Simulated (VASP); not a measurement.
**FeGe16: single point with PBEsol+U**

The system is FeGe16.

```
CELL_PARAMETERS angstrom
0.00000 5.65754 5.65754
5.65754 0.00000 5.65754
5.65754 5.65754 0.00000
ATOMIC_POSITIONS crystal
Fe 0.25000 0.25000 0.25000
Ge 0.00000 0.00000 0.00000
Ge 0.99761 0.99761 0.50239
Ge 0.99761 0.50239 0.99761
Ge 0.99761 0.50239 0.50239
Ge 0.50239 0.99761 0.99761
Ge 0.50239 0.99761 0.50239
Ge 0.50239 0.50239 0.99761
Ge 0.50000 0.50000 0.50000
Ge 0.12422 0.12422 0.12422
Ge 0.12422 0.12422 0.62734
Ge 0.12422 0.62734 0.12422
Ge 0.12777 0.62408 0.62408
Ge 0.62734 0.12422 0.12422
Ge 0.62408 0.12777 0.62408
Ge 0.62408 0.62408 0.12777
Ge 0.62408 0.62408 0.62408
```

```
Program                : VASP 6.6.1
Task                   : single point
Functional             : PBEsol
Potentials or basis    : VASP PAW PBE potentials, release 64 (Fe, Ge_d)
Cutoff                 : 600 eV
k mesh                 : 3 × 3 × 3
Occupations            : gaussian, width 0.05 eV
Spin                   : collinear spin, ferromagnetic start
Starting moments       : [2.0, 0.0, 0.0, 0.0, 0.0, 0.0, 0.0, 0.0, 0.0, 0.0, 0.0, 0.0, 0.0, 0.0, 0.0, 0.0, 0.0] μB
Hubbard terms          : Fe d U = 6.0 eV
Dipole correction      : no
Further INCAR settings : ALGO = Normal; EDIFF = 1e-06; NBANDS = 134
```

| Property | Result |
| --- | --- |
| Pressure | 2.6 GPa |
| Largest force | 0.055 eV/Å |
| Net moment | 2.66 μB per cell |
| Site moments | Fe +2.77; Ge +0.03, -0.00, +0.00, +0.01 μB |
| Valence electrons inside the program's atomic spheres | Fe 7.30; Ge 12.41, 12.42, 12.43, 12.46 |

Forces in eV/Å, atoms in the order of the input:
```
Fe   0.000  0.000  0.000
Ge   0.000  0.000  0.000
Ge   0.000  0.000 -0.055
Ge   0.000 -0.055  0.000
Ge   0.055  0.000  0.000
Ge  -0.055  0.000  0.000
Ge   0.000  0.055  0.000
Ge   0.000  0.000  0.055
Ge   0.000  0.000  0.000
Ge  -0.012 -0.012 -0.012
Ge   0.012  0.012 -0.012
Ge   0.012 -0.012  0.012
Ge  -0.007  0.007  0.007
Ge  -0.012  0.012  0.012
Ge   0.007 -0.007  0.007
Ge   0.007  0.007 -0.007
Ge  -0.007 -0.007 -0.007
```

Levels at points of the mesh, in eV from the Fermi level:
Spin up:
| k point | band 114 | band 115 | band 116 | band 117 | band 118 | band 119 | band 120 | band 121 |
| --- | --- | --- | --- | --- | --- | --- | --- | --- |
| (0.00, 0.00, 0.00) | -1.14 | -0.76 | -0.23 | -0.15 | -0.15 | -0.15 | -0.11 | -0.11 |
Spin down:
```csv
k point,band 113,band 114,band 115,band 116,band 117,band 118
"(0.00, 0.00, 0.00)",-0.54,-0.24,-0.14,-0.14,-0.14,0.03
```

Eigenvalues of the final occupation matrices:
```csv
site,spin,trace,eigenvalues
site 1 d,1,4.71,0.93 0.93 0.93 0.96 0.96
site 1 d,2,1.96,0.04 0.04 0.63 0.63 0.63
```

Wall time 22 min on 1 thread of AMD EPYC 9R45 (Zen 5), with other jobs on the host, peak memory 0.93 GiB.

Caveat: the PAW data sets were made with another functional, which shifts forces and pressure a little; the U is typed as a test and isn't derived for this compound. The state reached can hang on the start; a lower one may exist.
